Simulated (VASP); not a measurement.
# C (Pm-3n) in VASP: further runs, part 2 of 2

VASP 6.6.1.

### Step 4. Relaxation of cell and atoms, BLYP

This run uses another cell than the first one, of 6.62 Å³/atom, 0.810 times its volume.

Input file INCAR:

```
SYSTEM = C
  PREC = Accurate
  ENCUT = 600
  EDIFF = 1E-7
  ISMEAR = -1
  SIGMA = 0.1
  LREAL = .False.
  LASPH = .True.
  NELM = 80
  ALGO = Normal
  ISIF = 3
  LWAVE = .False.
  LCHARG = .False.
  GGA = B5
  ALDAX = 1.0
  AGGAX = 1.0
  AGGAC = 1.0
  ALDAC = 0.0
  IBRION = 2
  NSW = 80
  EDIFFG = -0.01
```

Input file KPOINTS:

```
Automatic mesh
0
Gamma
  7 7 7
  0 0 0
```

Input file POSCAR:

```
C
1.0
    3.7546000832      0.0000000000      0.0000000000
    0.0000000000      3.7546000832      0.0000000000
    0.0000000000      0.0000000000      3.7546000832
C
8
Direct
    0.0000000000      0.0000000000      0.0000000000
    0.5000000000      0.5000000000      0.5000000000
    0.2500000000      0.0000000000      0.5000000000
    0.7500000000      0.0000000000      0.5000000000
    0.5000000000      0.2500000000      0.0000000000
    0.5000000000      0.7500000000      0.0000000000
    0.0000000000      0.5000000000      0.2500000000
    0.0000000000      0.5000000000      0.7500000000
```

Potentials or basis: VASP PAW PBE potentials, release 64 (C).

Command:

```bash
$ cat potpaw_PBE.64/C/POTCAR > POTCAR
$ mpirun -np 1 vasp_std > vasp.out
```

OUTCAR:

```text
SYSTEM = C
   PREC = Accurate
   ENCUT = 600
   EDIFF = 1E-7
   ISMEAR = -1
   LREAL = .False.
   LASPH = .True.
   NELM = 80
   ISIF = 3
   GGA = B5
   IBRION = 2
   NSW = 80
   EDIFFG = -0.01

 ion  position               nearest neighbor table
   1  0.000  0.000  0.000-
   2  0.500  0.500  0.500-
   3  0.250  0.000  0.500-   4 1.88   4 1.88
   4  0.750  0.000  0.500-   3 1.88   3 1.88
   5  0.500  0.250  0.000-   6 1.88   6 1.88
   6  0.500  0.750  0.000-   5 1.88   5 1.88
   7  0.000  0.500  0.250-   8 1.88   8 1.88
   8  0.000  0.500  0.750-   7 1.88   7 1.88

  LATTYP: Found a simple cubic cell.
 ALAT       =     3.7546000832

  Lattice vectors:

 A1 = (   3.7546000832,   0.0000000000,   0.0000000000)
 A2 = (   0.0000000000,   3.7546000832,   0.0000000000)
 A3 = (   0.0000000000,   0.0000000000,   3.7546000832)

Analysis of symmetry for initial positions (statically):
=====================================================================
 Subroutine PRICEL returns:
 Original cell was already a primitive cell.

 Routine SETGRP: Setting up the symmetry group for a
 simple cubic supercell.

 Subroutine GETGRP returns: Found 48 space group operations
 (whereof 24 operations were pure point group operations)
 out of a pool of 48 trial point group operations.

The static configuration has the point symmetry T_h .
 The point group associated with its full space group is O_h .

Analysis of symmetry for dynamics (positions and initial velocities):
=====================================================================
 Subroutine PRICEL returns:
 Original cell was already a primitive cell.

 Routine SETGRP: Setting up the symmetry group for a
 simple cubic supercell.

 Subroutine GETGRP returns: Found 48 space group operations
 (whereof 24 operations were pure point group operations)
 out of a pool of 48 trial point group operations.

The dynamic configuration has the point symmetry T_h .
 The point group associated with its full space group is O_h .

 Subroutine INISYM returns: Found 48 space group operations
 (whereof 24 operations are pure point group operations),
 and found     1 'primitive' translations

----------------------------------------------------------------------------------------

                                     Primitive cell

  volume of cell :      52.9287

  direct lattice vectors                    reciprocal lattice vectors
     3.754600083  0.000000000  0.000000000     0.266339950  0.000000000  0.000000000
     0.000000000  3.754600083  0.000000000     0.000000000  0.266339950  0.000000000
     0.000000000  0.000000000  3.754600083     0.000000000  0.000000000  0.266339950
[... 133 lines left out ...]

 Free energy of the ion-electron system (eV)
  ---------------------------------------------------
  ext. energy  EPLUGINS =         0.00000000
  ---------------------------------------------------
  free energy    TOTEN  =       -30.16655852 eV

  energy without entropy =      -30.08063005  energy(sigma->0) =      -30.12359429

------------------------ aborting loop because EDIFF is reached ----------------------------------------

  FORCE on cell =-STRESS in cart. coord.  units (eV):
  Direction    XX          YY          ZZ          XY          YZ          ZX
  --------------------------------------------------------------------------------------
  -------------------------------------------------------------------------------------
  Total       12.1281691     12.1281691     12.1281691      0.0000000      0.0000000      0.0000000
  in kB      367.1256863    367.1256863    367.1256863      0.0000000      0.0000000      0.0000000
  external PRESSURE =     367.1256863 kB  Pullay stress =       0.0000000 kB

 VOLUME and BASIS-vectors are now :
 -----------------------------------------------------------------------------
  energy-cutoff  :      600.00
  volume of cell :       52.93
      direct lattice vectors                 reciprocal lattice vectors
     3.754600083  0.000000000  0.000000000     0.266339950  0.000000000  0.000000000
     0.000000000  3.754600083  0.000000000     0.000000000  0.266339950  0.000000000
     0.000000000  0.000000000  3.754600083     0.000000000  0.000000000  0.266339950

 POSITION                                       TOTAL-FORCE (eV/Angst)
 -----------------------------------------------------------------------------------
      0.00000      0.00000      0.00000        -0.000000     -0.000000      0.000000
      1.87730      1.87730      1.87730        -0.000000     -0.000000      0.000000
      0.93865      0.00000      1.87730        -0.000000      0.000000      0.000000
      2.81595      0.00000      1.87730         0.000000     -0.000000     -0.000000
      1.87730      0.93865      0.00000        -0.000000      0.000000     -0.000000
      1.87730      2.81595      0.00000         0.000000     -0.000000      0.000000
      0.00000      1.87730      0.93865        -0.000000     -0.000000     -0.000000
      0.00000      1.87730      2.81595         0.000000      0.000000      0.000000
 -----------------------------------------------------------------------------------
    total drift:                                0.000000      0.000000      0.000000

  FREE ENERGIE OF THE ION-ELECTRON SYSTEM (eV)
  ---------------------------------------------------
  free  energy   TOTEN  =       -30.1665585222 eV

  energy  without entropy=      -30.0806300507  energy(sigma->0) =      -30.12359429

--------------------------------------- Ionic step        2  -------------------------------------------

 number of electron      31.9999999 magnetization

 Free energy of the ion-electron system (eV)
  ---------------------------------------------------
  ext. energy  EPLUGINS =         0.00000000
  ---------------------------------------------------
  free energy    TOTEN  =       -31.36383171 eV

  energy without entropy =      -31.24634682  energy(sigma->0) =      -31.30508927

 E-fermi :   6.5310     XC(G=0): -11.4217

 val. band max:        6.5079238240   @ k =   0.2857   0.2857   0.1429
 cond. band min:       6.5572563216   @ k =   0.4286   0.4286   0.4286
 fundamental gap:      0.0493324976
 Fermi energy:         6.5310268776

 k-point     1 :       0.0000    0.0000    0.0000
  band No.  band energies     occupation
      1     -10.6717      2.00000
      2      -4.1067      2.00000
      3      -4.1067      2.00000
      4      -3.9180      2.00000
      5      -2.2814      2.00000
      6      -2.2814      2.00000
[... 469 lines left out ...]
     20       8.2191      0.00000
     21       8.2191      0.00000

------------------------ aborting loop because EDIFF is reached ----------------------------------------

  FORCE on cell =-STRESS in cart. coord.  units (eV):
  Direction    XX          YY          ZZ          XY          YZ          ZX
  --------------------------------------------------------------------------------------
  -------------------------------------------------------------------------------------
  Total       -0.0487521     -0.0487521     -0.0487521     -0.0000000     -0.0000000      0.0000000
  in kB       -1.1941191     -1.1941191     -1.1941191     -0.0000000     -0.0000000      0.0000000
  external PRESSURE =      -1.1941191 kB  Pullay stress =       0.0000000 kB

 VOLUME and BASIS-vectors are now :
 -----------------------------------------------------------------------------
  energy-cutoff  :      600.00
  volume of cell :       65.41
      direct lattice vectors                 reciprocal lattice vectors
     4.029199833  0.000000000  0.000000000     0.248188236  0.000000000  0.000000000
     0.000000000  4.029199833 -0.000000000    -0.000000000  0.248188236 -0.000000000
     0.000000000  0.000000000  4.029199833    -0.000000000  0.000000000  0.248188236

 POSITION                                       TOTAL-FORCE (eV/Angst)
 -----------------------------------------------------------------------------------
      4.02920      4.02920     -0.00000        -0.000000     -0.000000     -0.000000
      2.01460      2.01460      2.01460        -0.000000     -0.000000     -0.000000
      1.00730      0.00000      2.01460         0.000000     -0.000000     -0.000000
      3.02190      4.02920      2.01460        -0.000000     -0.000000      0.000000
      2.01460      1.00730      4.02920        -0.000000     -0.000000     -0.000000
      2.01460      3.02190     -0.00000         0.000000     -0.000000      0.000000
      4.02920      2.01460      1.00730         0.000000      0.000000     -0.000000
      0.00000      2.01460      3.02190        -0.000000      0.000000      0.000000
 -----------------------------------------------------------------------------------
    total drift:                                0.000000      0.000000      0.000000

  FREE ENERGIE OF THE ION-ELECTRON SYSTEM (eV)
  ---------------------------------------------------
  free  energy   TOTEN  =       -31.3638317065 eV

  energy  without entropy=      -31.2463468240  energy(sigma->0) =      -31.30508927

 reached required accuracy - stopping structural energy minimisation
```

It took 2.5 min on 1 thread of AMD EPYC 7R13, shared host; peak memory 0.14 GiB.

Results:

* Free energy: -31.3638 eV
* Relaxed volume: 8.18 Å³/atom
* Relaxed cell: a = 4.029 Å, b = 4.029 Å, c = 4.029 Å, α = 90.00°, β = 90.00°, γ = 90.00°
* Space group after relaxing (to 0.05 Å): Pm-3n (No. 223)
* Energy gained by relaxing: 149.7 meV/atom
* Ionic steps: 2
* Pressure after relaxing: -0.1 GPa
* Band gap on the k mesh: zero (band 16 reaches 7.45 eV, above the bottom of band 17 at 5.19 eV)

Step by step:
```csv
step,energy change (eV),largest force (eV/Å),pressure (GPa),volume (Å³)
1,0.0000,0.0000,36.71,52.93
2,-1.1973,0.0000,-0.12,65.41
```

Final structure:
```
C
1.0
     4.02920    0.00000    0.00000
     0.00000    4.02920    0.00000
     0.00000    0.00000    4.02920
C
8
Direct
  0.00000 0.00000 0.00000
  0.50000 0.50000 0.50000
  0.25000 0.00000 0.50000
  0.75000 0.00000 0.50000
  0.50000 0.25000 0.00000
  0.50000 0.75000 0.00000
  0.00000 0.50000 0.25000
  0.00000 0.50000 0.75000
```

Caveat: the volume moved by over 15 % at a fixed basis, so the end points are rough; the PAW data sets were made with another functional, which shifts forces and pressure a little.

### Step 5. Summary

| task | cell | k mesh | cutoff (eV) | gap on the mesh (eV) | pressure (GPa) |
| --- | --- | --- | --- | --- | --- |
| single point | a = 4.028 Å, 8 atoms | 7 × 7 × 7 | 520 | none | 0.0 |
| single point | a = 4.028 Å, 8 atoms | 8 × 8 × 8 | 520 | none | 0.7 |
| relaxation of cell and atoms | relaxed from a = 3.755 Å, 8 atoms | 7 × 7 × 7 | 600 | none | -0.1 |

Alike in all rows: level BLYP; potentials or basis VASP PAW PBE potentials, release 64 (C); no spin polarisation; smearing fermi-dirac 0.1 eV.

Caveats: the PAW data sets were made with another functional, which shifts forces and pressure a little; the volume moved by over 15 % at a fixed basis, so the end points are rough (some runs).

Total energies depend on the potentials used, so only differences within one code and one set of settings carry meaning.
